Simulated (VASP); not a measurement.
# BaTe (P4/mmm) in VASP: notebook, part 2 of 2

VASP 6.6.1. The steps go on from the part before.

## (4) Single point, PBEsol (strain +0.040 along x and y, -0.080 along z)

Contents of INCAR:

```
PREC     = Accurate       # precision mode
ENCUT    = 520            # plane-wave cutoff, eV
EDIFF    = 1E-7           # SCF threshold, eV
ISMEAR   = 0              # smearing method
SIGMA    = 0.05           # smearing width, eV
LREAL    = False          # projectors in reciprocal space
LASPH    = True           # aspherical terms in the spheres
NELM     = 80             # most SCF steps
ALGO     = Normal         # electronic algorithm
ISIF     = 2              # what is computed and relaxed
LWAVE    = False          # write WAVECAR
LCHARG   = False          # write CHGCAR
GGA      = PS             # functional
NBANDS   = 15             # bands
```

Contents of KPOINTS:

```
regular mesh
0
Gamma
  6 6 6
```

Contents of POSCAR:

```
BaTe
1.0
    4.4329646400      0.0000000000      0.0000000000
    0.0000000000      4.4329646400      0.0000000000
    0.0000000000      0.0000000000      3.9214687200
Ba Te
1 1
Direct
    0.0000000000      0.0000000000      0.0000000000
    0.5000000000      0.5000000000      0.5000000000
```

Potentials or basis: VASP PAW PBE potentials, release 64 (Ba_sv, Te).

Started as:

```console
> cat potpaw_PBE.64/Ba_sv/POTCAR potpaw_PBE.64/Te/POTCAR > POTCAR
> mpirun -np 1 vasp_std > vasp.out
```

OUTCAR:

```text
PREC = Accurate
   ENCUT = 520
   EDIFF = 1E-7
   ISMEAR = 0
   LREAL = False
   LASPH = True
   NELM = 80
   ISIF = 2
   GGA = PS

 ion  position               nearest neighbor table
   1  0.000  0.000  0.000-   2 3.70   2 3.70   2 3.70   2 3.70   2 3.70   2 3.70   2 3.70   2 3.70

   2  0.500  0.500  0.500-   1 3.70   1 3.70   1 3.70   1 3.70   1 3.70   1 3.70   1 3.70   1 3.70

  LATTYP: Found a simple tetragonal cell.
 ALAT       =     4.4329646400
 C/A-ratio  =     0.8846153846

[... 622 lines left out ...]
------------------------ aborting loop because EDIFF is reached ----------------------------------------

  FORCE on cell =-STRESS in cart. coord.  units (eV):
  Direction    XX          YY          ZZ          XY          YZ          ZX
  --------------------------------------------------------------------------------------
  -------------------------------------------------------------------------------------
  Total       -2.1718529     -2.1718529      2.0526373      0.0000000      0.0000000      0.0000000
  in kB      -45.1547769    -45.1547769     42.6761765      0.0000000      0.0000000      0.0000000
  external PRESSURE =     -15.8777925 kB  Pullay stress =       0.0000000 kB

 VOLUME and BASIS-vectors are now :
 -----------------------------------------------------------------------------
  energy-cutoff  :      520.00
  volume of cell :       77.06
      direct lattice vectors                 reciprocal lattice vectors
     4.432964640  0.000000000  0.000000000     0.225582670  0.000000000  0.000000000
     0.000000000  4.432964640  0.000000000     0.000000000  0.225582670  0.000000000
     0.000000000  0.000000000  3.921468720     0.000000000  0.000000000  0.255006497

 POSITION                                       TOTAL-FORCE (eV/Angst)
 -----------------------------------------------------------------------------------
      0.00000      0.00000      0.00000         0.000000      0.000000      0.000000
      2.21648      2.21648      1.96073         0.000000      0.000000      0.000000
 -----------------------------------------------------------------------------------
    total drift:                               -0.000000      0.000000      0.000000

  FREE ENERGIE OF THE ION-ELECTRON SYSTEM (eV)
  ---------------------------------------------------
  free  energy   TOTEN  =        -8.7378215246 eV

  energy  without entropy=       -8.7372630457  energy(sigma->0) =       -8.73754229
```

OSZICAR:

```text
N       E                     dE             d eps       ncg     rms          rms(c)
DAV:   1     0.820316949064E+02    0.82032E+02   -0.63996E+03  1200   0.905E+02
DAV:   2    -0.396305092131E+01   -0.85995E+02   -0.79827E+02  1651   0.159E+02
DAV:   3    -0.876458773690E+01   -0.48015E+01   -0.47692E+01  1644   0.392E+01
DAV:   4    -0.886350225636E+01   -0.98915E-01   -0.98890E-01  1512   0.575E+00
DAV:   5    -0.886544144287E+01   -0.19392E-02   -0.19392E-02  1718   0.677E-01    0.356E+00
DAV:   6    -0.874740810131E+01    0.11803E+00   -0.92792E-02  1410   0.187E+00    0.224E+00
DAV:   7    -0.873693975429E+01    0.10468E-01   -0.71789E-02  1565   0.160E+00    0.753E-01
DAV:   8    -0.873876267254E+01   -0.18229E-02   -0.18916E-02  1214   0.717E-01    0.209E-01
DAV:   9    -0.873775211846E+01    0.10106E-02   -0.21564E-03  1354   0.293E-01    0.968E-02
DAV:  10    -0.873782553292E+01   -0.73414E-04   -0.35746E-04  1435   0.123E-01    0.308E-02
DAV:  11    -0.873782178184E+01    0.37511E-05   -0.45625E-05  1424   0.378E-02    0.130E-02
DAV:  12    -0.873782307134E+01   -0.12895E-05   -0.65926E-06  1550   0.128E-02    0.135E-02
DAV:  13    -0.873782203976E+01    0.10316E-05   -0.68261E-07  1449   0.558E-03    0.726E-03
DAV:  14    -0.873782149565E+01    0.54412E-06   -0.16282E-06  1459   0.588E-03    0.457E-04
DAV:  15    -0.873782152463E+01   -0.28981E-07   -0.21804E-07  1257   0.203E-03
   1 F= -.87378215E+01 E0= -.87375423E+01  d E =-.558479E-03
```

stdout:

```text
POSCAR found type information on POSCAR BaTe
 POSCAR found :  2 types and       2 ions
 scaLAPACK will be used
 -----------------------------------------------------------------------------
|                                                                             |
|                                                                             |
|     You enforced a specific xc type in the INCAR file but a different       |
|     I HOPE YOU KNOW WHAT YOU ARE DOING!                                     |
|                                                                             |
 -----------------------------------------------------------------------------

 LDA part: xc-table for (Slater+PW92), standard interpolation
 POSCAR, INCAR and KPOINTS ok, starting setup
 FFT: planning ... GRIDC
 FFT: planning ... GRID_SOFT
 FFT: planning ... GRID
 WAVECAR not read
 entering main loop
```

It took 53 s on 1 thread of Intel Xeon 8259CL, shared host; peak memory 0.21 GiB.

Results:

```
Free energy : -8.7378 eV
Pressure    : -1.6 GPa
```

Stress tensor (GPa, compression positive):
```
-4.52  0.00  0.00
 0.00 -4.52  0.00
 0.00  0.00  4.27
```

Levels at points of the mesh, in eV from the Fermi level:
```
           k point  band 6  band 7  band 8  band 9  band 10  band 11
(0.00, 0.00, 0.00)   -1.27   -1.27   -0.12   -0.01     0.04     1.81
(0.50, 0.00, 0.00)   -4.01   -1.92   -0.52    0.65     3.74     3.91
(0.50, 0.50, 0.00)   -2.64   -2.64   -0.01    0.18     2.69     3.10
(0.00, 0.00, 0.50)   -3.99   -1.66   -1.66    1.23     4.09     4.10
(0.50, 0.00, 0.50)   -2.86   -2.39   -0.78    0.50     1.41     1.68
(0.50, 0.50, 0.50)   -3.57   -3.42   -3.42    3.92     3.92     4.55
```

Caveat: the cell differs from its parent crystal (strain +0.040 along x and y, -0.080 along z); the PAW data sets were made with another functional, which shifts forces and pressure a little; spin-orbit coupling is left out, which moves the levels of the heavy elements.

## (5) Single point, PBEsol (strain +0.040 along x and y, -0.040 along z)

Contents of INCAR:

```
  PREC = Accurate
  ENCUT = 520
  EDIFF = 1E-7
  ISMEAR = 0
  SIGMA = 0.05
  LREAL = F
  LASPH = T
  NELM = 100
  ALGO = Normal
  ISIF = 2
  LWAVE = F
  LCHARG = F
  GGA = PS
  NBANDS = 15
```

KPOINTS is that of step 4.

Changes to POSCAR since step 4:

```diff
@@ -4,3 +4,3 @@
     0.0000000000      4.4329646400      0.0000000000
-    0.0000000000      0.0000000000      3.9214687200
+    0.0000000000      0.0000000000      4.0919673600
 Ba Te
```

Started as:

```console
> cat potpaw_PBE.64/Ba_sv/POTCAR potpaw_PBE.64/Te/POTCAR > POTCAR
> mpirun -np 1 vasp_std > vasp.out
```

Wall time 74 s (1 thread of Intel Xeon 8259CL, shared host); peak memory 0.21 GiB.

The run converged. Its results:

```
Free energy            : -8.7931 eV
Pressure               : -2.7 GPa
Band gap on the k mesh : 0.24 eV
```

Stress tensor (GPa, compression positive):
```
-4.54  0.00  0.00
 0.00 -4.54  0.00
 0.00  0.00  1.04
```

Levels at points of the mesh, in eV from the valence-band top:
| k point | band 6 | band 7 | band 8 | band 9 | band 10 | band 11 |
| --- | --- | --- | --- | --- | --- | --- |
| (0.00, 0.00, 0.00) | -1.03 | -1.03 | -0.32 | 0.26 | 0.30 | 1.66 |
| (0.50, 0.00, 0.00) | -3.74 | -1.56 | -0.71 | 0.94 | 3.93 | 4.04 |
| (0.50, 0.50, 0.00) | -2.45 | -2.45 | 0.00 | 0.24 | 2.48 | 2.90 |
| (0.00, 0.00, 0.50) | -3.70 | -1.41 | -1.41 | 1.30 | 4.19 | 4.22 |
| (0.50, 0.00, 0.50) | -2.56 | -2.30 | -0.59 | 0.60 | 1.67 | 2.03 |
| (0.50, 0.50, 0.50) | -3.24 | -3.17 | -3.17 | 3.99 | 3.99 | 4.31 |

Caveat: the cell differs from its parent crystal (strain +0.040 along x and y, -0.040 along z); the PAW data sets were made with another functional, which shifts forces and pressure a little; spin-orbit coupling is left out, which moves the levels of the heavy elements.

## (6) The runs side by side

```csv
cell,gap on the mesh (eV),pressure (GPa)
"a = 4.092, b = 4.092, c = 4.433 Å, 2 atoms",0.21,-0.4
"a = 4.092, b = 4.092, c = 4.603 Å, 2 atoms",0.05,-1.6
"a = 4.433, b = 4.433, c = 3.921 Å, 2 atoms",-,-1.6
"a = 4.433, b = 4.433, c = 4.092 Å, 2 atoms",0.24,-2.7
```

Alike in all rows: task single point; level PBEsol; potentials or basis VASP PAW PBE potentials, release 64 (Ba_sv, Te); no spin polarisation; k mesh 6 × 6 × 6; cutoff (eV) 520; smearing gaussian 0.05 eV.

Caveats: the PAW data sets were made with another functional, which shifts forces and pressure a little; spin-orbit coupling is left out, which moves the levels of the heavy elements.

Absolute energies hang on the potentials; compare differences alone.
